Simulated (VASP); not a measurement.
Input of a VASP 6.6.1 run:

POSCAR

```
NbAu2
1.0
    4.6764686932      0.0000000000      0.0000000000
   -2.3382343466      4.0499406883      0.0000000000
    0.0000000000      0.0000000000      2.7430983100
Nb Au
1 2
Direct
    0.0000000000      0.0000000000      0.0000000000
    0.6666666667      0.3333333333      0.5000000000
    0.3333333333      0.6666666667      0.5000000000
```

File INCAR.step1:

```
ALGO = Normal
EDIFF = 1E-5
ENCUT = 440
GGA = PE
GGA_COMPAT = False
ISMEAR = -1
LASPH = True
LCHARG = False
LREAL = False
LWAVE = True
NBANDS = 24
NELM = 120
PREC = Accurate
SIGMA = 0.05
```

Contents of INCAR.step2:

```
ALGO = Normal
EDIFF = 1E-8
ENCUT = 440
GGA_COMPAT = False
ISIF = 2
ISMEAR = -1
ISTART = 1
LASPH = True
LCHARG = False
LEFG = True
LMIXTAU = True
LREAL = False
LWAVE = False
METAGGA = R2SCAN
NBANDS = 24
NELM = 120
PREC = Accurate
SIGMA = 0.05
```

The input KPOINTS:

```
k-points
0
Gamma
  8 8 12
```

Potentials or basis: VASP PAW PBE potentials, release 64 (Nb_sv, Au).

The run is started by

```bash
$ cat potpaw_PBE.64/Nb_sv/POTCAR potpaw_PBE.64/Au/POTCAR > POTCAR
$ cp INCAR.step1 INCAR
$ mpirun -np 1 vasp_std > vasp.out
$ cp INCAR.step2 INCAR
$ mpirun -np 1 vasp_std > vasp.out
```

**Question.** Predict the pressure.

**Answer.** -1.2 GPa.

Stress tensor (GPa, compression positive):
```
-1.55  0.00  0.00
 0.00 -1.55  0.00
 0.00  0.00 -0.42
```

Caveat: without QUAD_EFG the Cq values of the log hold for a quadrupole moment of 1 mb, not for the nuclei; the PAW data sets were made with another functional, which shifts forces and pressure a little.
